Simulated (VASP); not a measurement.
# GaSi2 (P4_2/nmc) in VASP: further runs

GaSi2 is run at these levels: r2SCAN; tasks: single point, relaxation of cell and atoms.

Program: VASP 6.6.1. These are calculated values, not measurements. Logs are shortened: lines on timing, memory, paths and dates and some standing lists are left out, and cuts for length are marked.

### Step 1. The cell of the first run

It takes space group P4_2/nmc (No. 137, tetragonal). The conventional cell has a = 4.127 Å, b = 4.127 Å, c = 5.941 Å, α = 90.00°, β = 90.00°, γ = 90.00°. Ga (site symmetry -4m2) has 8 Si at 2.39 to 2.71 Å within 3.2 Å. Within 3.2 Å of Si (site symmetry 2mm) lie 4 Ga at 2.39 to 2.71 Å and 6 Si at 2.97 Å.

### Step 2. Single point, r2SCAN

POSCAR reads:

```
GaSi2
1.0
    4.1266307485      0.0000000000      0.0000000000
    0.0000000000      4.1266307485      0.0000000000
    0.0000000000      0.0000000000      5.9407600970
Ga Si
2 4
Direct
    0.0000000000      0.0000000000      0.0000000000
    0.5000000000      0.5000000000      0.5000000000
    0.0000000000      0.5000000000      0.2030000000
    0.0000000000      0.5000000000      0.7030000000
    0.5000000000      0.0000000000      0.2970000000
    0.5000000000      0.0000000000      0.7970000000
```

INCAR.step1 reads:

```
PREC     = Accurate       # precision mode
ENCUT    = 520            # plane-wave cutoff, eV
ISMEAR   = 0              # smearing method
SIGMA    = 0.1            # smearing width, eV
LREAL    = F              # projectors in reciprocal space
LASPH    = T              # aspherical terms in the spheres
NELM     = 60             # most SCF steps
NBANDS   = 30             # bands
GGA      = PE             # functional
ALGO     = Normal         # electronic algorithm
EDIFF    = 1E-4           # SCF threshold, eV
LWAVE    = T              # write WAVECAR
LCHARG   = F              # write CHGCAR
```

INCAR.step2 reads:

```
PREC     = Accurate       # precision mode
ENCUT    = 520            # plane-wave cutoff, eV
EDIFF    = 1E-6           # SCF threshold, eV
ISMEAR   = 0              # smearing method
SIGMA    = 0.1            # smearing width, eV
LREAL    = F              # projectors in reciprocal space
LASPH    = T              # aspherical terms in the spheres
NELM     = 60             # most SCF steps
ALGO     = Normal         # electronic algorithm
ISIF     = 2              # what is computed and relaxed
LWAVE    = F              # write WAVECAR
LCHARG   = F              # write CHGCAR
METAGGA  = R2SCAN         # meta-GGA
LMIXTAU  = T            
NBANDS   = 30             # bands
ISTART   = 1
```

KPOINTS reads:

```
Automatic mesh
0
Gamma
  4 4 4
```

Potentials or basis: VASP PAW PBE potentials, release 64 (Ga_d, Si).

Command:

```bash
> cat potpaw_PBE.64/Ga_d/POTCAR potpaw_PBE.64/Si/POTCAR > POTCAR
> cp INCAR.step1 INCAR
> mpirun -np 1 vasp_std > vasp.out
> cp INCAR.step2 INCAR
> mpirun -np 1 vasp_std > vasp.out
```

OUTCAR:

```text
PREC = Accurate
   ENCUT = 520
   EDIFF = 1E-6
   ISMEAR = 0
   LREAL = F
   LASPH = T
   NELM = 60
   ISIF = 2
   METAGGA = R2SCAN
   ISTART = 1

 ion  position               nearest neighbor table
   1  0.000  0.000  0.000-   3 2.39   6 2.39   3 2.39   6 2.39   5 2.71   4 2.71   5 2.71   4 2.71

   2  0.500  0.500  0.500-   4 2.39   5 2.39   5 2.39   4 2.39   3 2.71   6 2.71   3 2.71   6 2.71

   3  0.000  0.500  0.203-   1 2.39   1 2.39   2 2.71   2 2.71   4 2.97   4 2.97   5 2.97   5 2.97
                             5 2.97   5 2.97
   4  0.000  0.500  0.703-   2 2.39   2 2.39   1 2.71   1 2.71   3 2.97   3 2.97   6 2.97   6 2.97
                             6 2.97   6 2.97
   5  0.500  0.000  0.297-   2 2.39   2 2.39   1 2.71   1 2.71   6 2.97   6 2.97   3 2.97   3 2.97
                             3 2.97   3 2.97
   6  0.500  0.000  0.797-   1 2.39   1 2.39   2 2.71   2 2.71   5 2.97   5 2.97   4 2.97   4 2.97
                             4 2.97   4 2.97

  LATTYP: Found a simple tetragonal cell.
 ALAT       =     4.1266307485
 C/A-ratio  =     1.4396151386

  Lattice vectors:

 A1 = (   4.1266307485,   0.0000000000,   0.0000000000)
 A2 = (   0.0000000000,   4.1266307485,   0.0000000000)
 A3 = (   0.0000000000,   0.0000000000,   5.9407600970)

Analysis of symmetry for initial positions (statically):
=====================================================================
 Subroutine PRICEL returns:
 Original cell was already a primitive cell.

 Routine SETGRP: Setting up the symmetry group for a
 simple tetragonal supercell.

 Subroutine GETGRP returns: Found 16 space group operations
 (whereof  8 operations were pure point group operations)
 out of a pool of 16 trial point group operations.

The static configuration has the point symmetry D_2d.
 The point group associated with its full space group is D_4h.

Analysis of symmetry for dynamics (positions and initial velocities):
=====================================================================
 Subroutine PRICEL returns:
 Original cell was already a primitive cell.

 Routine SETGRP: Setting up the symmetry group for a
 simple tetragonal supercell.

 Subroutine GETGRP returns: Found 16 space group operations
 (whereof  8 operations were pure point group operations)
 out of a pool of 16 trial point group operations.

The dynamic configuration has the point symmetry D_2d.
 The point group associated with its full space group is D_4h.

 Subroutine INISYM returns: Found 16 space group operations
[... 100 lines left out ...]
   EDIFFG = 0.1E-04   stopping-criterion for IOM
   NSW    =      0    number of steps for IOM
   IBRION =     -1    ionic relax: 0-MD 1-quasi-New 2-CG
   NFREE  =      0    steps in history (QN), initial steepest desc. (CG)
   ISIF   =      2    stress and relaxation
   ISYM   =      2    0-nonsym 1-usesym 2-fastsym
   POTIM  = 0.5000    time-step for ionic-motion
   TEBEG  =    0.0;   TEEND  =   0.0 temperature during run
   PSTRESS=    0.0 pullay stress
   NELECT =      42.0000    total number of electrons
   NUPDOWN=      -1.0000    fix difference up-down
   EMIN   =  10.00;   EMAX   =-10.00  energy-range for DOS
   EFERMI =   0.00;   METHOD = LEGACY
   ISMEAR =     0;   SIGMA  =   0.10  broadening in eV -4-tet -1-fermi 0-gaus
   EFERMI_NEDOS =   21; number of points for ismear=-14 and -15
   IALGO  =     38    algorithm
   IMIX   =      4    mixing-type and parameters
     AMIX     =   0.40;   BMIX     =  1.00
     AMIX_MAG =   1.60;   BMIX_MAG =  1.00
  volume/ion in A,a.u.               =      16.86       113.78
  Fermi-wavevector in a.u.,A,eV,Ry     =   1.221275  2.307875 20.293266  1.491513
  Thomas-Fermi vector in A             =   2.356463
   LORBIT       =      0    0 simple, 1 ext, 2 COOP (PROOUT), +10 PAW based schemes
   METAGGA = R2SCAN    functional components
   LHFCALC =     F    Hartree Fock is set to
   AEXX    =    0.0000 exact exchange contribution
   IVDW    =     0    specifies the selected vdW correction
   LEPSILON=     F    determine dielectric tensor
   LRPA    =     F    only Hartree local field effects (RPA)
 non-spin polarized calculation
 Gauss-broadening in eV      SIGMA  =   0.10
  energy-cutoff  :      520.00
  volume of cell :      101.17
 maximum number of plane-waves:      2754
 NGX is ok and might be reduce to    32
   NGX = 15   NGY = 15   NGZ = 23

 number of electron      41.9999994 magnetization

 Free energy of the ion-electron system (eV)
  ---------------------------------------------------
  ext. energy  EPLUGINS =         0.00000000
  ---------------------------------------------------
  free energy    TOTEN  =       -53.27885293 eV

  energy without entropy =      -53.23458270  energy(sigma->0) =      -53.25671781

 E-fermi :   7.7010     XC(G=0): -11.4981

 val. band max:        7.6913057286   @ k =   0.5000   0.0000   0.2500
 cond. band min:       7.7096416601   @ k =   0.2500   0.2500   0.2500
 fundamental gap:      0.0183359315
 Fermi energy:         7.7009951449

 k-point     1 :       0.0000    0.0000    0.0000
  band No.  band energies     occupation
      1      -8.2015      2.00000
      2      -8.1533      2.00000
      3      -8.1175      2.00000
      4      -8.1175      2.00000
      5      -8.0651      2.00000
      6      -8.0651      2.00000
[... 583 lines left out ...]
     29      15.0076      0.00000
     30      15.0076      0.00000

------------------------ aborting loop because EDIFF is reached ----------------------------------------

  FORCE on cell =-STRESS in cart. coord.  units (eV):
  Direction    XX          YY          ZZ          XY          YZ          ZX
  --------------------------------------------------------------------------------------
  -------------------------------------------------------------------------------------
  Total        5.9818590      5.9818590      4.8627058      0.0000000      0.0000000      0.0000000
  in kB       94.7356682     94.7356682     77.0114576      0.0000000      0.0000000      0.0000000
  external PRESSURE =      88.8275980 kB  Pullay stress =       0.0000000 kB

 VOLUME and BASIS-vectors are now :
 -----------------------------------------------------------------------------
  energy-cutoff  :      520.00
  volume of cell :      101.17
      direct lattice vectors                 reciprocal lattice vectors
     4.126630749  0.000000000  0.000000000     0.242328442  0.000000000  0.000000000
     0.000000000  4.126630749  0.000000000     0.000000000  0.242328442  0.000000000
     0.000000000  0.000000000  5.940760097     0.000000000  0.000000000  0.168328629

 POSITION                                       TOTAL-FORCE (eV/Angst)
 -----------------------------------------------------------------------------------
      0.00000      0.00000      0.00000         0.000000      0.000000      0.000000
      2.06332      2.06332      2.97038        -0.000000     -0.000000      0.000000
      0.00000      2.06332      1.20597         0.000000      0.000000      1.147285
      0.00000      2.06332      4.17635         0.000000     -0.000000      1.147285
      2.06332      0.00000      1.76441         0.000000     -0.000000     -1.147285
      2.06332      0.00000      4.73479         0.000000      0.000000     -1.147285
 -----------------------------------------------------------------------------------
    total drift:                                0.000000      0.000000     -0.000000

  FREE ENERGIE OF THE ION-ELECTRON SYSTEM (eV)
  ---------------------------------------------------
  free  energy   TOTEN  =       -53.2788529254 eV

  energy  without entropy=      -53.2345826986  energy(sigma->0) =      -53.25671781
```

OSZICAR.step1:

```text
N       E                     dE             d eps       ncg     rms          rms(c)
DAV:   1     0.270183141651E+03    0.27018E+03   -0.18896E+04  1186   0.189E+03
DAV:   2     0.910073061743E+01   -0.26108E+03   -0.24964E+03  1142   0.459E+02
DAV:   3    -0.224320906845E+02   -0.31533E+02   -0.30665E+02  1292   0.117E+02
DAV:   4    -0.235437631584E+02   -0.11117E+01   -0.10980E+01  1372   0.222E+01
DAV:   5    -0.235723314787E+02   -0.28568E-01   -0.28464E-01  1312   0.347E+00    0.539E+00
DAV:   6    -0.234469846317E+02    0.12535E+00   -0.16120E-01  1568   0.639E+00    0.305E+00
DAV:   7    -0.233902321157E+02    0.56753E-01   -0.73562E-02  1590   0.254E+00    0.253E-01
DAV:   8    -0.233895035945E+02    0.72852E-03   -0.10364E-02  1388   0.116E+00    0.129E-01
DAV:   9    -0.233894682251E+02    0.35369E-04   -0.57810E-04  1300   0.211E-01
   1 F= -.23389468E+02 E0= -.23371684E+02  d E =-.355680E-01
```

Run time: 4.1 min. Hardware: 1 thread of Intel Xeon 8259CL, shared host; peak memory 0.24 GiB.

Results:

- Free energy: -53.2789 eV
- Pressure: 8.9 GPa
- Largest force: 1.147 eV/Å
- Band gap on the k mesh: zero (bands 21 and 22 overlap by 2.67 eV)

Forces on the atoms (eV/Å):
```
Ga   0.000  0.000  0.000
Ga   0.000  0.000  0.000
Si   0.000  0.000  1.147
Si   0.000  0.000  1.147
Si   0.000  0.000 -1.147
Si   0.000  0.000 -1.147
```

Stress tensor (GPa, compression positive):
```
9.47 0.00 0.00
0.00 9.47 0.00
0.00 0.00 7.70
```

Levels at points of the mesh, in eV from the Fermi level:
```csv
k point,band 17,band 18,band 19,band 20,band 21,band 22,band 23,band 24,band 25,band 26
"(0.00, 0.00, 0.00)",-2.10,-1.40,-1.24,-1.24,-0.89,-0.67,-0.67,-0.10,2.28,3.91
"(0.50, 0.00, 0.00)",-3.07,-3.07,-1.60,-1.60,0.63,0.63,1.15,1.15,3.13,3.13
"(0.50, 0.50, 0.00)",-4.96,-4.96,-4.96,-4.96,-1.41,-1.41,5.14,5.14,5.26,5.26
"(0.00, 0.00, 0.50)",-4.07,-4.07,-3.90,-3.90,0.34,0.34,2.17,2.17,2.91,2.91
"(0.50, 0.00, 0.50)",-2.77,-2.77,-2.02,-2.02,-0.72,-0.72,-0.53,-0.53,1.07,1.07
"(0.50, 0.50, 0.50)",-5.87,-5.87,-0.33,-0.33,-0.33,-0.33,2.03,2.03,2.31,2.31
```

Caveat: the k points lie up to 0.38 Å⁻¹ apart, too coarse for converged energies and pressures of a metal; the PAW data sets were made with another functional, which shifts forces and pressure a little.

### Step 3. Relaxation of cell and atoms, r2SCAN

POSCAR is that of step 2.

INCAR.step1 reads:

```
SYSTEM = GaSi2
  PREC = Accurate
  ENCUT = 600
  ISMEAR = 0
  SIGMA = 0.1
  LREAL = .FALSE.
  LASPH = .TRUE.
  NELM = 80
  GGA = PE
  ALGO = Normal
  EDIFF = 1E-4
  LWAVE = .TRUE.
  LCHARG = .FALSE.
```

INCAR.step2 reads:

```
SYSTEM = GaSi2
  PREC = Accurate
  ENCUT = 600
  EDIFF = 1E-7
  ISMEAR = 0
  SIGMA = 0.1
  LREAL = .FALSE.
  LASPH = .TRUE.
  NELM = 80
  ALGO = Normal
  ISIF = 3
  LWAVE = .FALSE.
  LCHARG = .FALSE.
  METAGGA = R2SCAN
  LMIXTAU = .TRUE.
  IBRION = 2
  NSW = 90
  EDIFFG = -0.04
  ISTART = 1
```

KPOINTS reads:

```
regular mesh
0
G
  4 4 4
  0 0 0
```

Potentials or basis: VASP PAW PBE potentials, release 64 (Ga_d, Si).

Command:

```bash
> cat potpaw_PBE.64/Ga_d/POTCAR potpaw_PBE.64/Si/POTCAR > POTCAR
> cp INCAR.step1 INCAR
> mpirun -np 1 vasp_std > vasp.out
> cp INCAR.step2 INCAR
> mpirun -np 1 vasp_std > vasp.out
```

Wall time 43 min (1 thread of Intel Xeon 8259CL, shared host); peak memory 0.3 GiB.

It converged, with:

```yaml
Free_energy: -54.1419 eV
Relaxed_volume: 18.10 Å³/atom
Relaxed_cell: a = 4.297 Å, b = 4.297 Å, c = 5.883 Å, α = 90.00°, β = 90.00°, γ = 90.00°
Space_group_after_relaxing_to_0.1_Å: I4/mmm (No. 139)
Energy_gained_by_relaxing: 143.8 meV/atom
Ionic_steps: 9
Pressure_after_relaxing: -0.1 GPa
Largest_force_after_relaxing: 0.007 eV/Å
Band_gap_on_the_k_mesh: zero (bands 21 and 22 overlap by 2.37 eV)
```

Forces on the atoms (eV/Å):
```
Ga   0.000  0.000  0.000
Ga   0.000  0.000  0.000
Si   0.000  0.000 -0.007
Si   0.000  0.000 -0.007
Si   0.000  0.000  0.007
Si   0.000  0.000  0.007
```

Stress tensor (GPa, compression positive):
```
-0.17  0.00  0.00
 0.00 -0.17  0.00
 0.00  0.00  0.18
```

The path:
```csv
step,energy change (eV),largest force (eV/Å),pressure (GPa),volume (Å³)
1,0.0000,1.1475,8.83,101.17
2,-0.4602,0.6553,-2.28,115.38
3,-0.4622,0.6840,-1.69,114.40
4,-0.5885,0.5936,-1.44,113.19
5,-0.8208,0.2591,-0.58,109.55
6,-0.4930,0.6641,5.58,102.18
7,-0.8416,0.1078,0.33,107.80
8,-0.8616,0.0143,0.00,108.46
9,-0.8627,0.0074,-0.05,108.60
```

Final structure:
```
Ga Si
1.0
     4.29654    0.00000    0.00000
     0.00000    4.29654    0.00000
     0.00000    0.00000    5.88317
Ga Si
2 4
Direct
  0.00000 0.00000 0.00000
  0.50000 0.50000 0.50000
  0.00000 0.50000 0.25032
  0.00000 0.50000 0.75032
  0.50000 0.00000 0.24968
  0.50000 0.00000 0.74968
```

Levels at points of the mesh, in eV from the Fermi level:
| k point | band 18 | band 19 | band 20 | band 21 | band 22 | band 23 | band 24 | band 25 |
| --- | --- | --- | --- | --- | --- | --- | --- | --- |
| (0.00, 0.00, 0.00) | -1.65 | -1.27 | -1.27 | -1.04 | -0.28 | -0.28 | 0.08 | 1.99 |
| (0.50, 0.00, 0.00) | -3.04 | -2.00 | -2.00 | 0.58 | 0.58 | 0.79 | 0.79 | 3.27 |
| (0.50, 0.50, 0.00) | -4.88 | -4.64 | -4.64 | -0.76 | -0.76 | 4.82 | 4.82 | 5.75 |
| (0.00, 0.00, 0.50) | -3.84 | -3.84 | -3.84 | 0.31 | 0.31 | 2.75 | 2.78 | 2.78 |
| (0.50, 0.00, 0.50) | -2.51 | -2.47 | -2.47 | -0.65 | -0.65 | -0.50 | -0.50 | 0.91 |
| (0.50, 0.50, 0.50) | -5.55 | -0.04 | -0.04 | -0.04 | -0.04 | 2.63 | 2.63 | 3.38 |

Caveat: the k points lie up to 0.37 Å⁻¹ apart in the final cell, too coarse for converged energies and pressures of a metal; the PAW data sets were made with another functional, which shifts forces and pressure a little.
